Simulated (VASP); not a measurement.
# Ge (P6_3/mmc) in VASP: further runs

Ge is run at these levels: PBEsol; tasks: single point.

Everything below comes from runs of VASP 6.6.1. Logs are shortened: lines on timing, memory, paths and dates and some standing lists are left out, and cuts for length are marked.

## (1) The cell of the first run

The structure is hexagonal, space group P6_3/mmc (No. 194). The conventional cell has a = 4.082 Å, b = 4.082 Å, c = 13.415 Å, α = 90.00°, β = 90.00°, γ = 120.00°. Ge (site symmetry 3m) has 4 Ge at 2.50 to 2.52 Å within 3.3 Å. Within 3.3 Å of Ge (site symmetry 3m) lie 4 Ge at 2.50 Å.

## (2) Single point, PBEsol (volume scaled by 1.06)

File INCAR:

```
ALGO     = Normal         # electronic algorithm
EDIFF    = 1E-7           # SCF threshold, eV
ENCUT    = 520            # plane-wave cutoff, eV
GGA      = PS             # functional
ISIF     = 2              # what is computed and relaxed
ISMEAR   = -1             # smearing method
LASPH    = T              # aspherical terms in the spheres
LCHARG   = F              # write CHGCAR
LREAL    = F              # projectors in reciprocal space
LWAVE    = F              # write WAVECAR
NBANDS   = 66             # bands
NELM     = 60             # most SCF steps
PREC     = Accurate       # precision mode
SIGMA    = 0.05           # smearing width, eV
```

File KPOINTS:

```
k-points
0
Gamma
  8 8 2
```

File POSCAR:

```
Ge
1.0
    4.0816282823      0.0000000000      0.0000000000
   -2.0408141412      3.5347937813      0.0000000000
    0.0000000000      0.0000000000     13.4147470153
Ge
8
Direct
    0.3333333333      0.6666666667      0.1559415700
    0.6666666667      0.3333333333      0.8440584300
    0.6666666667      0.3333333333      0.6559415700
    0.3333333333      0.6666666667      0.3440584300
    0.0000000000      0.0000000000      0.0931488400
    0.0000000000      0.0000000000      0.9068511600
    0.0000000000      0.0000000000      0.5931488400
    0.0000000000      0.0000000000      0.4068511600
```

Potentials or basis: VASP PAW PBE potentials, release 64 (Ge_d).

Command:

```bash
> cat potpaw_PBE.64/Ge_d/POTCAR > POTCAR
> mpirun -np 1 vasp_std > vasp.out
```

OUTCAR:

```text
EDIFF = 1E-7
   ENCUT = 520
   GGA = PS
   ISIF = 2
   ISMEAR = -1
   LASPH = T
   LREAL = F
   NELM = 60
   PREC = Accurate

 ion  position               nearest neighbor table
   1  0.333  0.667  0.156-   5 2.50   5 2.50   5 2.50   4 2.52
   2  0.667  0.333  0.844-   6 2.50   6 2.50   6 2.50   3 2.52
   3  0.667  0.333  0.656-   7 2.50   7 2.50   7 2.50   2 2.52
   4  0.333  0.667  0.344-   8 2.50   8 2.50   8 2.50   1 2.52
   5  0.000  0.000  0.093-   6 2.50   1 2.50   1 2.50   1 2.50
   6  0.000  0.000  0.907-   5 2.50   2 2.50   2 2.50   2 2.50
   7  0.000  0.000  0.593-   8 2.50   3 2.50   3 2.50   3 2.50
   8  0.000  0.000  0.407-   7 2.50   4 2.50   4 2.50   4 2.50

  LATTYP: Found a hexagonal cell.
 ALAT       =     4.0816282823
 C/A-ratio  =     3.2866165382

  Lattice vectors:

 A1 = (   4.0816282823,   0.0000000000,   0.0000000000)
 A2 = (  -2.0408141412,   3.5347937813,   0.0000000000)
 A3 = (   0.0000000000,   0.0000000000,  13.4147470153)

Analysis of symmetry for initial positions (statically):
=====================================================================
 Subroutine PRICEL returns:
 Original cell was already a primitive cell.

 Routine SETGRP: Setting up the symmetry group for a
 hexagonal supercell.

 Subroutine GETGRP returns: Found 24 space group operations
 (whereof 12 operations were pure point group operations)
 out of a pool of 24 trial point group operations.

The static configuration has the point symmetry D_3d.
 The point group associated with its full space group is D_6h.

Analysis of symmetry for dynamics (positions and initial velocities):
=====================================================================
 Subroutine PRICEL returns:
 Original cell was already a primitive cell.

 Routine SETGRP: Setting up the symmetry group for a
 hexagonal supercell.

 Subroutine GETGRP returns: Found 24 space group operations
 (whereof 12 operations were pure point group operations)
 out of a pool of 24 trial point group operations.

The dynamic configuration has the point symmetry D_3d.
 The point group associated with its full space group is D_6h.

 Subroutine INISYM returns: Found 24 space group operations
 (whereof 12 operations are pure point group operations),
 and found     1 'primitive' translations

----------------------------------------------------------------------------------------

                                     Primitive cell

  volume of cell :     193.5441

  direct lattice vectors                    reciprocal lattice vectors
     4.081628282  0.000000000  0.000000000     0.245000262  0.141450967  0.000000000
    -2.040814141  3.534793781  0.000000000     0.000000000  0.282901935  0.000000000
     0.000000000  0.000000000 13.414747015     0.000000000  0.000000000  0.074544827

  length of vectors
     4.081628282  4.081628282 13.414747015     0.282901935  0.282901935  0.074544827

  position of ions in fractional coordinates (direct lattice)
     0.333333333  0.666666667  0.155941570
     0.666666667  0.333333333  0.844058430
     0.666666667  0.333333333  0.655941570
     0.333333333  0.666666667  0.344058430
     0.000000000  0.000000000  0.093148840
     0.000000000  0.000000000  0.906851160
     0.000000000  0.000000000  0.593148840
     0.000000000  0.000000000  0.406851160

  ion indices of the primitive-cell ions
   primitive index   ion index
                 1           1
                 2           2
                 3           3
                 4           4
                 5           5
                 6           6
                 7           7
                 8           8

----------------------------------------------------------------------------------------

 KPOINTS: k-points

Automatic generation of k-mesh.
 Grid dimensions read from file:
 generate k-points for:    8    8    2

 Generating k-lattice:

  Cartesian coordinates                     Fractional coordinates (reciprocal lattice)
     0.030625033  0.017681371  0.000000000     0.125000000 -0.000000000  0.000000000
     0.000000000  0.035362742  0.000000000     0.000000000  0.125000000  0.000000000
     0.000000000  0.000000000  0.037272414     0.000000000  0.000000000  0.500000000

  Length of vectors
     0.035362742  0.035362742  0.037272414

  Shift w.r.t. Gamma in fractional coordinates (k-lattice)
     0.000000000  0.000000000  0.000000000

 Subroutine IBZKPT returns following result:
 ===========================================

 Found     20 irreducible k-points:

 Following reciprocal coordinates:
            Coordinates               Weight
  0.000000  0.000000  0.000000      1.000000
  0.125000  0.000000  0.000000      6.000000
  0.250000  0.000000  0.000000      6.000000
  0.375000  0.000000  0.000000      6.000000
  0.500000  0.000000  0.000000      3.000000
  0.125000  0.125000  0.000000      6.000000
[... 12 lines left out ...]
  0.250000  0.250000  0.500000      6.000000
  0.375000  0.250000  0.500000      6.000000
   k-points           NKPTS =     20   k-points in BZ     NKDIM =     20   number of bands    NBANDS=     66
   number of dos      NEDOS =    301   number of ions     NIONS =      8
   total plane-waves  NPLWV =  90000
   dimension x,y,z NGX =    30 NGY =   30 NGZ =  100
   dimension x,y,z NGXF=    60 NGYF=   60 NGZF=  200
   ions per type =               8
   NGX,Y,Z   is equivalent  to a cutoff of  12.22, 12.22, 12.39 a.u.
   NGXF,Y,Z  is equivalent  to a cutoff of  24.44, 24.44, 24.79 a.u.
 SYSTEM =  unknown system
   PREC   = accura    normal or accurate (medium, high low for compatibility)
   ISTART =      0    job   : 0-new  1-cont  2-samecut
   ICHARG =      2    charge: 1-file 2-atom 10-const
   ISPIN  =      1    spin polarized calculation?
   LNONCOLLINEAR =      F non collinear calculations
   LSORBIT =      F    spin-orbit coupling
   LASPH  =      T    aspherical Exc in radial PAW
   ENCUT  =  520.0 eV  38.22 Ry    6.18 a.u.   7.59  7.59 24.94*2*pi/ulx,y,z
   NELM   =     60;   NELMIN=  2; NELMDL= -5     # of ELM steps
   EDIFF  = 0.1E-06   stopping-criterion for ELM
   LREAL  =      F    real-space projection
   EDIFFG = 0.1E-05   stopping-criterion for IOM
   NSW    =      0    number of steps for IOM
   IBRION =     -1    ionic relax: 0-MD 1-quasi-New 2-CG
   NFREE  =      0    steps in history (QN), initial steepest desc. (CG)
   ISIF   =      2    stress and relaxation
   ISYM   =      2    0-nonsym 1-usesym 2-fastsym
   POTIM  = 0.5000    time-step for ionic-motion
   TEBEG  =    0.0;   TEEND  =   0.0 temperature during run
   PSTRESS=    0.0 pullay stress
   NELECT =     112.0000    total number of electrons
   NUPDOWN=      -1.0000    fix difference up-down
   EMIN   =  10.00;   EMAX   =-10.00  energy-range for DOS
   EFERMI =   0.00;   METHOD = LEGACY
   ISMEAR =    -1;   SIGMA  =   0.05  broadening in eV -4-tet -1-fermi 0-gaus
   EFERMI_NEDOS =   21; number of points for ismear=-14 and -15
   IALGO  =     38    algorithm
   IMIX   =      4    mixing-type and parameters
     AMIX     =   0.40;   BMIX     =  1.00
     AMIX_MAG =   1.60;   BMIX_MAG =  1.00
  volume/ion in A,a.u.               =      24.19       163.26
  Fermi-wavevector in a.u.,A,eV,Ry     =   1.364230  2.578020 25.322111  1.861123
  Thomas-Fermi vector in A             =   2.490564
   LORBIT       =      0    0 simple, 1 ext, 2 COOP (PROOUT), +10 PAW based schemes
   GGA     = PS    functional components
   LHFCALC =     F    Hartree Fock is set to
   AEXX    =    0.0000 exact exchange contribution
   IVDW    =     0    specifies the selected vdW correction
   LEPSILON=     F    determine dielectric tensor
   LRPA    =     F    only Hartree local field effects (RPA)
 non-spin polarized calculation
  energy-cutoff  :      520.00
  volume of cell :      193.54
 maximum number of plane-waves:      5246
   NGX = 15   NGY = 15   NGZ = 49

 number of electron     111.9999908 magnetization

 Free energy of the ion-electron system (eV)
  ---------------------------------------------------
  ext. energy  EPLUGINS =         0.00000000
  ---------------------------------------------------
  free energy    TOTEN  =       -39.29676656 eV

  energy without entropy =      -39.29292230  energy(sigma->0) =      -39.29484443

 E-fermi :   4.1994     XC(G=0):  -9.8151

 val. band max:        4.0694610578   @ k =   0.0000   0.0000   0.0000
 cond. band min:       4.2035680483   @ k =   0.0000   0.0000   0.0000
 fundamental gap:      0.1341069905
 Fermi energy:         4.1994162453

 k-point     1 :       0.0000    0.0000    0.0000
  band No.  band energies     occupation
      1     -20.4720      2.00000
      2     -20.4720      2.00000
      3     -20.4642      2.00000
      4     -20.4642      2.00000
      5     -20.4605      2.00000
      6     -20.4605      2.00000
[... 58 lines left out ...]
     65       7.4283      0.00000
     66       7.9157      0.00000

 k-point     2 :       0.1250    0.0000    0.0000
  band No.  band energies     occupation
      1     -20.4809      2.00000
      2     -20.4750      2.00000
      3     -20.4672      2.00000
      4     -20.4666      2.00000
      5     -20.4665      2.00000
      6     -20.4633      2.00000
[... 58 lines left out ...]
     65       7.7554      0.00000
     66       8.0276      0.00000

 k-point     3 :       0.2500    0.0000    0.0000
  band No.  band energies     occupation
      1     -20.4902      2.00000
      2     -20.4789      2.00000
      3     -20.4730      2.00000
      4     -20.4714      2.00000
      5     -20.4701      2.00000
      6     -20.4679      2.00000
[... 1162 lines left out ...]
     65       8.9206      0.00000
     66       8.9210      0.00000

 k-point    20 :       0.3750    0.2500    0.5000
  band No.  band energies     occupation
      1     -20.4915      2.00000
      2     -20.4915      2.00000
      3     -20.4844      2.00000
      4     -20.4844      2.00000
      5     -20.4833      2.00000
      6     -20.4833      2.00000
[... 58 lines left out ...]
     65       9.3400      0.00000
     66       9.3429      0.00000

------------------------ aborting loop because EDIFF is reached ----------------------------------------

  FORCE on cell =-STRESS in cart. coord.  units (eV):
  Direction    XX          YY          ZZ          XY          YZ          ZX
  --------------------------------------------------------------------------------------
  -------------------------------------------------------------------------------------
  Total       -4.0671928     -4.0671928     -4.4650709      0.0000000     -0.0000000     -0.0000000
  in kB      -33.6686206    -33.6686206    -36.9622942      0.0000000     -0.0000000     -0.0000000
  external PRESSURE =     -34.7665118 kB  Pullay stress =       0.0000000 kB

 VOLUME and BASIS-vectors are now :
 -----------------------------------------------------------------------------
  energy-cutoff  :      520.00
  volume of cell :      193.54
      direct lattice vectors                 reciprocal lattice vectors
     4.081628282  0.000000000  0.000000000     0.245000262  0.141450967  0.000000000
    -2.040814141  3.534793781  0.000000000     0.000000000  0.282901935  0.000000000
     0.000000000  0.000000000 13.414747015     0.000000000  0.000000000  0.074544827

 POSITION                                       TOTAL-FORCE (eV/Angst)
 -----------------------------------------------------------------------------------
     -0.00000      2.35653      2.09192         0.000000      0.000000     -0.027413
      2.04081      1.17826     11.32283         0.000000      0.000000      0.027413
      2.04081      1.17826      8.79929        -0.000000     -0.000000     -0.027413
     -0.00000      2.35653      4.61546        -0.000000      0.000000      0.027413
      0.00000      0.00000      1.24957        -0.000000      0.000000      0.008082
      0.00000      0.00000     12.16518         0.000000      0.000000     -0.008082
      0.00000      0.00000      7.95694         0.000000     -0.000000      0.008082
      0.00000      0.00000      5.45781        -0.000000      0.000000     -0.008082
 -----------------------------------------------------------------------------------
    total drift:                                0.000000      0.000000      0.000000

  FREE ENERGIE OF THE ION-ELECTRON SYSTEM (eV)
  ---------------------------------------------------
  free  energy   TOTEN  =       -39.2967665630 eV

  energy  without entropy=      -39.2929223007  energy(sigma->0) =      -39.29484443
```

Run time: 3.2 min. Hardware: 1 thread of Intel Xeon Platinum 8559C (Emerald Rapids), shared host; peak memory 0.37 GiB.

What came out:

- Free energy: -39.2968 eV
- Pressure: -3.5 GPa
- Largest force: 0.027 eV/Å

Forces on the atoms (eV/Å):
```
Ge   0.000  0.000 -0.027
Ge   0.000  0.000  0.027
Ge   0.000  0.000 -0.027
Ge   0.000  0.000  0.027
Ge   0.000  0.000  0.008
Ge   0.000  0.000 -0.008
Ge   0.000  0.000  0.008
Ge   0.000  0.000 -0.008
```

Stress tensor (GPa, compression positive):
```
-3.37  0.00  0.00
 0.00 -3.37  0.00
 0.00  0.00 -3.70
```

Levels at points of the mesh, in eV from the Fermi level:
```tsv
k point	band 53	band 54	band 55	band 56	band 57	band 58	band 59	band 60
(0.00, 0.00, 0.00)	-0.71	-0.51	-0.13	0.00	0.12	0.12	0.37	0.65
(0.50, 0.00, 0.00)	-2.19	-2.17	-1.63	-1.27	0.13	0.37	0.68	1.45
(0.00, 0.00, 0.50)	-0.20	-0.20	-0.20	-0.20	0.05	0.05	0.92	0.92
(0.50, 0.00, 0.50)	-2.37	-2.37	-1.59	-1.59	0.68	0.68	1.22	1.22
```

Caveat: the PAW data sets were made with another functional, which shifts forces and pressure a little.

(Part 1 of 2 ends here.)
